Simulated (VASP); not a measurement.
# As (Fd-3m) in VASP: further runs

Runs on As. Level: PBE. Tasks: single point, relaxation of cell and atoms.

Everything below comes from runs of VASP 6.6.1. Logs are shortened: lines on timing, memory, paths and dates and some standing lists are left out, and cuts for length are marked.

### Step 1. The cell of the first run

The structure is cubic, space group Fd-3m (No. 227). Conventional cell: a = 4.292 Å, b = 4.292 Å, c = 4.292 Å, α = 90.00°, β = 90.00°, γ = 90.00°. Within 2.5 Å of As (site symmetry -43m) lie 4 As at 1.86 Å.

### Step 2. Single point, PBE

INCAR

```
SYSTEM = As
  ALGO = Normal
  EDIFF = 1E-6
  ENCUT = 520
  GGA = PE
  ISIF = 2
  ISMEAR = -1
  LASPH = .True.
  LCHARG = .False.
  LREAL = .False.
  LWAVE = .False.
  NBANDS = 12
  NELM = 100
  PREC = Accurate
  SIGMA = 0.1
```

KPOINTS

```
k-points
0
Gamma
  15 15 15
  0 0 0
```

POSCAR

```
As
1.0
    0.0000000000      2.1460066009      2.1460066009
    2.1460066009      0.0000000000      2.1460066009
    2.1460066009      2.1460066009      0.0000000000
As
2
Direct
   -0.1250000000     -0.1250000000     -0.1250000000
    0.1250000000      0.1250000000      0.1250000000
```

Potentials or basis: VASP PAW PBE potentials, release 64 (As).

Command:

```bash
> cat potpaw_PBE.64/As/POTCAR > POTCAR
> mpirun -np 1 vasp_std > vasp.out
```

OUTCAR:

```text
SYSTEM = As
   EDIFF = 1E-6
   ENCUT = 520
   GGA = PE
   ISIF = 2
   ISMEAR = -1
   LASPH = .True.
   LREAL = .False.
   NELM = 100
   PREC = Accurate

 ion  position               nearest neighbor table
   1  0.875  0.875  0.875-   2 1.86   2 1.86   2 1.86   2 1.86
   2  0.125  0.125  0.125-   1 1.86   1 1.86   1 1.86   1 1.86

  LATTYP: Found a face centered cubic cell.
 ALAT       =     4.2920132018

  Lattice vectors:

 A1 = (   0.0000000000,   2.1460066009,   2.1460066009)
 A2 = (   2.1460066009,   0.0000000000,   2.1460066009)
 A3 = (   2.1460066009,   2.1460066009,   0.0000000000)

Analysis of symmetry for initial positions (statically):
=====================================================================
 Subroutine PRICEL returns:
 Original cell was already a primitive cell.

 Routine SETGRP: Setting up the symmetry group for a
 face centered cubic supercell.

 Subroutine GETGRP returns: Found 48 space group operations
 (whereof 12 operations were pure point group operations)
 out of a pool of 48 trial point group operations.

The static configuration has the point symmetry D_3d.
 The point group associated with its full space group is O_h .

Analysis of symmetry for dynamics (positions and initial velocities):
=====================================================================
 Subroutine PRICEL returns:
 Original cell was already a primitive cell.

 Routine SETGRP: Setting up the symmetry group for a
 face centered cubic supercell.

 Subroutine GETGRP returns: Found 48 space group operations
 (whereof 12 operations were pure point group operations)
 out of a pool of 48 trial point group operations.

The dynamic configuration has the point symmetry D_3d.
 The point group associated with its full space group is O_h .

 Subroutine INISYM returns: Found 48 space group operations
 (whereof 12 operations are pure point group operations),
 and found     1 'primitive' translations

----------------------------------------------------------------------------------------

                                     Primitive cell

  volume of cell :      19.7662

  direct lattice vectors                    reciprocal lattice vectors
     0.000000000  2.146006601  2.146006601    -0.232990896  0.232990896  0.232990896
     2.146006601  0.000000000  2.146006601     0.232990896 -0.232990896  0.232990896
     2.146006601  2.146006601  0.000000000     0.232990896  0.232990896 -0.232990896

  length of vectors
     3.034911640  3.034911640  3.034911640     0.403552069  0.403552069  0.403552069

  position of ions in fractional coordinates (direct lattice)
     0.875000000  0.875000000  0.875000000
     0.125000000  0.125000000  0.125000000

  ion indices of the primitive-cell ions
   primitive index   ion index
                 1           1
                 2           2

----------------------------------------------------------------------------------------

 KPOINTS: k-points

Automatic generation of k-mesh.
 Grid dimensions read from file:
 generate k-points for:   15   15   15

 Generating k-lattice:

  Cartesian coordinates                     Fractional coordinates (reciprocal lattice)
    -0.015532726  0.015532726  0.015532726     0.066666667  0.000000000  0.000000000
     0.015532726 -0.015532726  0.015532726     0.000000000  0.066666667  0.000000000
     0.015532726  0.015532726 -0.015532726     0.000000000  0.000000000  0.066666667

  Length of vectors
     0.026903471  0.026903471  0.026903471

  Shift w.r.t. Gamma in fractional coordinates (k-lattice)
     0.000000000  0.000000000  0.000000000

 Subroutine IBZKPT returns following result:
 ===========================================

 Found    120 irreducible k-points:

 Following reciprocal coordinates:
            Coordinates               Weight
  0.000000  0.000000  0.000000      1.000000
  0.066667  0.000000  0.000000      8.000000
  0.133333  0.000000  0.000000      8.000000
  0.200000  0.000000  0.000000      8.000000
  0.266667  0.000000  0.000000      8.000000
  0.333333  0.000000  0.000000      8.000000
[... 16 lines left out ...]
  0.133333  0.133333  0.000000      6.000000
  0.200000  0.133333  0.000000     24.000000
 [... further k-points ...]
   k-points           NKPTS =    120   k-points in BZ     NKDIM =    120   number of bands    NBANDS=     12
   number of dos      NEDOS =    301   number of ions     NIONS =      2
   total plane-waves  NPLWV =  13824
   dimension x,y,z NGX =    24 NGY =   24 NGZ =   24
   dimension x,y,z NGXF=    48 NGYF=   48 NGZF=   48
   ions per type =               2
   NGX,Y,Z   is equivalent  to a cutoff of  13.15, 13.15, 13.15 a.u.
   NGXF,Y,Z  is equivalent  to a cutoff of  26.29, 26.29, 26.29 a.u.
 SYSTEM =  As
   PREC   = accura    normal or accurate (medium, high low for compatibility)
   ISTART =      0    job   : 0-new  1-cont  2-samecut
   ICHARG =      2    charge: 1-file 2-atom 10-const
   ISPIN  =      1    spin polarized calculation?
   LNONCOLLINEAR =      F non collinear calculations
   LSORBIT =      F    spin-orbit coupling
   LASPH  =      T    aspherical Exc in radial PAW
   ENCUT  =  520.0 eV  38.22 Ry    6.18 a.u.   5.64  5.64  5.64*2*pi/ulx,y,z
   NELM   =    100;   NELMIN=  2; NELMDL= -5     # of ELM steps
   EDIFF  = 0.1E-05   stopping-criterion for ELM
   LREAL  =      F    real-space projection
   EDIFFG = 0.1E-04   stopping-criterion for IOM
   NSW    =      0    number of steps for IOM
   IBRION =     -1    ionic relax: 0-MD 1-quasi-New 2-CG
   NFREE  =      0    steps in history (QN), initial steepest desc. (CG)
   ISIF   =      2    stress and relaxation
   ISYM   =      2    0-nonsym 1-usesym 2-fastsym
   POTIM  = 0.5000    time-step for ionic-motion
   TEBEG  =    0.0;   TEEND  =   0.0 temperature during run
   PSTRESS=    0.0 pullay stress
   NELECT =      10.0000    total number of electrons
   NUPDOWN=      -1.0000    fix difference up-down
   EMIN   =  10.00;   EMAX   =-10.00  energy-range for DOS
   EFERMI =   0.00;   METHOD = LEGACY
   ISMEAR =    -1;   SIGMA  =   0.10  broadening in eV -4-tet -1-fermi 0-gaus
   EFERMI_NEDOS =   21; number of points for ismear=-14 and -15
   IALGO  =     38    algorithm
   IMIX   =      4    mixing-type and parameters
     AMIX     =   0.40;   BMIX     =  1.00
     AMIX_MAG =   1.60;   BMIX_MAG =  1.00
  volume/ion in A,a.u.               =       9.88        66.69
  Fermi-wavevector in a.u.,A,eV,Ry     =   1.304469  2.465089 23.152211  1.701639
  Thomas-Fermi vector in A             =   2.435403
   LORBIT       =      0    0 simple, 1 ext, 2 COOP (PROOUT), +10 PAW based schemes
   GGA     = PE    functional components
[... 5 lines left out ...]
 non-spin polarized calculation
  energy-cutoff  :      520.00
  volume of cell :       19.77
 maximum number of plane-waves:       547
   NGX = 11   NGY = 11   NGZ = 11

 number of electron      10.0000001 magnetization

 Free energy of the ion-electron system (eV)
  ---------------------------------------------------
  ext. energy  EPLUGINS =         0.00000000
  ---------------------------------------------------
  free energy    TOTEN  =        10.40203507 eV

  energy without entropy =       10.42655317  energy(sigma->0) =       10.41429412

 E-fermi :  17.6374     XC(G=0): -13.5706

 val. band max:       17.6191694384   @ k =  -0.1333   0.0667   0.0000
 cond. band min:      17.6653757038   @ k =  -0.4000   0.0667   0.0000
 fundamental gap:      0.0462062654
 Fermi energy:        17.6374049350

 k-point     1 :       0.0000    0.0000    0.0000
  band No.  band energies     occupation
      1      -8.2311      2.00000
      2      13.6821      2.00000
      3      13.6821      2.00000
      4      13.6821      2.00000
      5      16.7975      1.99955
      6      16.7975      1.99955
      7      16.7975      1.99955
      8      22.0601      0.00000
      9      23.7504      0.00000
     10      26.2821      0.00000
     11      26.2821      0.00000
     12      28.0612      0.00000

 k-point     2 :       0.0667    0.0000    0.0000
  band No.  band energies     occupation
      1      -8.1252      2.00000
      2      12.4240      2.00000
      3      13.3779      2.00000
      4      13.3779      2.00000
      5      17.1672      1.98200
      6      17.1672      1.98200
      7      17.3428      1.90019
      8      22.4538      0.00000
      9      24.2521      0.00000
     10      25.4297      0.00000
     11      25.4297      0.00000
     12      27.8482      0.00000

 k-point     3 :       0.1333    0.0000    0.0000
  band No.  band energies     occupation
      1      -7.8082      2.00000
      2      10.1435      2.00000
      3      12.7487      2.00000
      4      12.7487      2.00000
      5      17.7116      0.64537
      6      17.9270      0.10468
      7      17.9270      0.10468
      8      23.3611      0.00000
      9      24.4461      0.00000
     10      24.4461      0.00000
     11      25.3295      0.00000
     12      27.9342      0.00000
[... 286 lines left out ...]
 k-point    23 :       0.1333    0.1333    0.0000
  band No.  band energies     occupation
      1      -7.6665      2.00000
      2      11.3096      2.00000
      3      11.3096      2.00000
      4      11.4950      2.00000
      5      15.6190      2.00000
      6      19.8009      0.00000
      7      19.8009      0.00000
      8      20.8919      0.00000
      9      25.2766      0.00000
     10      26.0747      0.00000
     11      26.7216      0.00000
     12      29.0315      0.00000

 k-point    24 :       0.2000    0.1333    0.0000
  band No.  band energies     occupation
      1      -7.2798      2.00000
      2       9.3247      2.00000
      3      10.6302      2.00000
      4      11.2773      2.00000
      5      15.6526      2.00000
      6      19.9398      0.00000
      7      20.4758      0.00000
      8      20.7362      0.00000
      9      26.4337      0.00000
     10      26.4760      0.00000
     11      27.1669      0.00000
     12      29.3589      0.00000

 [... further k-points ...]
[... 5 lines left out ...]
  --------------------------------------------------------------------------------------
  -------------------------------------------------------------------------------------
  Total       52.4163308     52.4163308     52.4163308     -0.0000000      0.0000000     -0.0000000
  in kB     4248.6802020   4248.6802020   4248.6802020     -0.0000000      0.0000000     -0.0000000
  external PRESSURE =    4248.6802020 kB  Pullay stress =       0.0000000 kB

 VOLUME and BASIS-vectors are now :
 -----------------------------------------------------------------------------
  energy-cutoff  :      520.00
  volume of cell :       19.77
      direct lattice vectors                 reciprocal lattice vectors
     0.000000000  2.146006601  2.146006601    -0.232990896  0.232990896  0.232990896
     2.146006601  0.000000000  2.146006601     0.232990896 -0.232990896  0.232990896
     2.146006601  2.146006601  0.000000000     0.232990896  0.232990896 -0.232990896

 POSITION                                       TOTAL-FORCE (eV/Angst)
 -----------------------------------------------------------------------------------
      3.75551      3.75551      3.75551        -0.000000     -0.000000     -0.000000
      0.53650      0.53650      0.53650         0.000000      0.000000      0.000000
 -----------------------------------------------------------------------------------
    total drift:                                0.000000      0.000000      0.000000

  FREE ENERGIE OF THE ION-ELECTRON SYSTEM (eV)
  ---------------------------------------------------
  free  energy   TOTEN  =        10.4020350749 eV

  energy  without entropy=       10.4265531657  energy(sigma->0) =       10.41429412
```

It took 20 s on 1 thread of AMD EPYC 7R43 (Zen 3), shared host; peak memory 0.12 GiB.

What came out:

```yaml
Free_energy: 10.4020 eV
Pressure: 424.9 GPa
Band_gap_on_the_k_mesh: zero (band 5 reaches 18.64 eV, above the bottom of band 6 at 13.69 eV)
```

### Step 3. Single point, PBE

INCAR

```
SYSTEM = As
  ALGO = Normal
  EDIFF = 1E-6
  ENCUT = 520
  GGA = PE
  ISIF = 2
  ISMEAR = -1
  LASPH = .TRUE.
  LCHARG = .TRUE.
  LELF = .TRUE.
  LREAL = .FALSE.
  LVHAR = .TRUE.
  LWAVE = .FALSE.
  NBANDS = 12
  NELM = 80
  PREC = Accurate
  SIGMA = 0.1
```

KPOINTS

```
k-points
0
G
  15 15 15
  0 0 0
```

POSCAR

```
As
1.0
    0.0000000000      2.1462731161      2.1462731161
    2.1462731161      0.0000000000      2.1462731161
    2.1462731161      2.1462731161      0.0000000000
As
2
Direct
   -0.1250000000     -0.1250000000     -0.1250000000
    0.1250000000      0.1250000000      0.1250000000
```

Potentials or basis: VASP PAW PBE potentials, release 64 (As).

Command:

```bash
> cat potpaw_PBE.64/As/POTCAR > POTCAR
> mpirun -np 1 vasp_std > vasp.out
```

OUTCAR:

```text
SYSTEM = As
   EDIFF = 1E-6
   ENCUT = 520
   GGA = PE
   ISIF = 2
   ISMEAR = -1
   LASPH = .TRUE.
   LREAL = .FALSE.
   NELM = 80
   PREC = Accurate

 ion  position               nearest neighbor table
   1  0.875  0.875  0.875-   2 1.86   2 1.86   2 1.86   2 1.86
   2  0.125  0.125  0.125-   1 1.86   1 1.86   1 1.86   1 1.86

  LATTYP: Found a face centered cubic cell.
 ALAT       =     4.2925462322

  Lattice vectors:

 A1 = (   0.0000000000,   2.1462731161,   2.1462731161)
 A2 = (   2.1462731161,   0.0000000000,   2.1462731161)
 A3 = (   2.1462731161,   2.1462731161,   0.0000000000)

[... 537 lines left out ...]
      9      26.4222      0.00000
     10      26.4677      0.00000
     11      27.1576      0.00000
     12      29.3496      0.00000

 [... further k-points ...]
[... 5 lines left out ...]
  --------------------------------------------------------------------------------------
  -------------------------------------------------------------------------------------
  Total       52.3738653     52.3738653     52.3738653     -0.0000000     -0.0000000     -0.0000000
  in kB     4243.6568252   4243.6568252   4243.6568252     -0.0000000     -0.0000000     -0.0000000
  external PRESSURE =    4243.6568252 kB  Pullay stress =       0.0000000 kB

 VOLUME and BASIS-vectors are now :
 -----------------------------------------------------------------------------
  energy-cutoff  :      520.00
  volume of cell :       19.77
      direct lattice vectors                 reciprocal lattice vectors
     0.000000000  2.146273116  2.146273116    -0.232961964  0.232961964  0.232961964
     2.146273116  0.000000000  2.146273116     0.232961964 -0.232961964  0.232961964
     2.146273116  2.146273116  0.000000000     0.232961964  0.232961964 -0.232961964

 POSITION                                       TOTAL-FORCE (eV/Angst)
 -----------------------------------------------------------------------------------
      3.75598      3.75598      3.75598        -0.000000      0.000000      0.000000
      0.53657      0.53657      0.53657         0.000000     -0.000000     -0.000000
 -----------------------------------------------------------------------------------
    total drift:                                0.000000      0.000000      0.000000

  FREE ENERGIE OF THE ION-ELECTRON SYSTEM (eV)
  ---------------------------------------------------
  free  energy   TOTEN  =        10.3825140321 eV

  energy  without entropy=       10.4070577570  energy(sigma->0) =       10.39478589
```

It took 25 s on 1 thread of AMD EPYC 7R43 (Zen 3), shared host; peak memory 0.12 GiB.

Results:

| Property | Result |
| --- | --- |
| Free energy | 10.3825 eV |
| Pressure | 424.4 GPa |
| Band gap on the k mesh | zero (band 5 reaches 18.63 eV, above the bottom of band 6 at 13.69 eV) |

### Step 4. Relaxation of cell and atoms, PBE, target pressure 410 GPa, at which the enthalpy is minimised

This run uses another cell than the first one, of 8.69 Å³/atom, 0.879 times its volume.

INCAR

```
PREC     = Accurate       # precision mode
ENCUT    = 600            # plane-wave cutoff, eV
EDIFF    = 1E-7           # SCF threshold, eV
ISMEAR   = -1             # smearing method
SIGMA    = 0.1            # smearing width, eV
LREAL    = F              # projectors in reciprocal space
LASPH    = T              # aspherical terms in the spheres
NELM     = 60             # most SCF steps
ALGO     = Normal         # electronic algorithm
ISIF     = 3              # what is computed and relaxed
LWAVE    = F              # write WAVECAR
LCHARG   = F              # write CHGCAR
GGA      = PE             # functional
IBRION   = 2              # ionic algorithm
NSW      = 60             # ionic steps
EDIFFG   = -0.005         # ionic threshold
PSTRESS  = 4100.0
```

KPOINTS

```
regular mesh
0
Gamma
  15 15 15
```

POSCAR

```
As
1.0
    0.0000000000      2.0560093166      2.0560093166
    2.0560093166      0.0000000000      2.0560093166
    2.0560093166      2.0560093166      0.0000000000
As
2
Direct
   -0.1250000000     -0.1250000000     -0.1250000000
    0.1250000000      0.1250000000      0.1250000000
```

Command:

```bash
> cat potpaw_PBE.64/As/POTCAR > POTCAR
> mpirun -np 1 vasp_std > vasp.out
```

It took 68 s on 1 thread of Intel Xeon Platinum 8559C (Emerald Rapids), shared host; peak memory 0.16 GiB.

It converged, with:

| Property | Result |
| --- | --- |
| Free energy | 9.8192 eV |
| Relaxed volume | 9.99 Å³/atom |
| Relaxed cell | a = 3.046 Å, b = 3.046 Å, c = 3.046 Å, α = 60.00°, β = 60.00°, γ = 60.00° |
| Space group after relaxing (to 0.05 Å) | Fd-3m (No. 227) |
| Energy change on relaxing (the enthalpy is what falls) | -4173.2 meV/atom |
| Ionic steps | 18 |
| Pressure after relaxing | 410.0 GPa |
| Band gap on the k mesh | zero (band 5 reaches 18.42 eV, above the bottom of band 6 at 13.51 eV) |

The path:
| step | energy change (eV) | largest force (eV/Å) | pressure (GPa) | volume (Å³) |
| --- | --- | --- | --- | --- |
| 1 | 0.0000 | 0.0000 | 637.03 | 17.38 |
| 2 | -26.5708 | 0.0000 | -6.57 | 70.42 |
| 3 | -16.6365 | 0.0000 | 212.09 | 24.44 |
| 4 | -9.2570 | 0.0000 | 387.03 | 20.36 |
| 5 | -8.4390 | 0.0000 | 407.65 | 20.03 |
| 6 | -8.2976 | 0.0000 | 411.24 | 19.97 |
| 7 | -8.3006 | 0.0000 | 411.17 | 19.97 |
| 8 | -8.3094 | 0.0000 | 410.94 | 19.98 |
| 9 | -8.3094 | 0.0000 | 410.94 | 19.98 |
| 10 | -8.3095 | 0.0000 | 410.94 | 19.98 |
| 11 | -8.3098 | 0.0000 | 410.93 | 19.98 |
| 12 | -8.3102 | 0.0000 | 410.92 | 19.98 |
| 13 | -8.3112 | 0.0000 | 410.90 | 19.98 |
| 14 | -8.3130 | 0.0000 | 410.85 | 19.98 |
| 15 | -8.3168 | 0.0000 | 410.75 | 19.98 |
| 16 | -8.3243 | 0.0000 | 410.56 | 19.98 |
| 17 | -8.3392 | 0.0000 | 410.18 | 19.99 |
| 18 | -8.3463 | 0.0000 | 410.00 | 19.99 |

Final structure:
```yaml
crystal:
  lattice:
    - [0.00000, 2.15407, 2.15407]
    - [2.15407, 0.00000, 2.15407]
    - [2.15407, 2.15407, 0.00000]
  atoms:
    - { symbol: As, position: [0.87500, 0.87500, 0.87500] }
    - { symbol: As, position: [0.12500, 0.12500, 0.12500] }
```

Levels at points of the mesh, in eV from the Fermi level:
```
           k point  band 1  band 2  band 3  band 4  band 5  band 6  band 7  band 8  band 9
(0.00, 0.00, 0.00)  -25.69   -3.97   -3.97   -3.97   -0.83   -0.83   -0.83    4.27    6.08
```

Caveat: the cell is relaxed towards a set pressure, so the enthalpy falls and the energy may rise; the volume moved by over 15 % at a fixed basis, so the end points are rough.

[end of part 1 of 2]
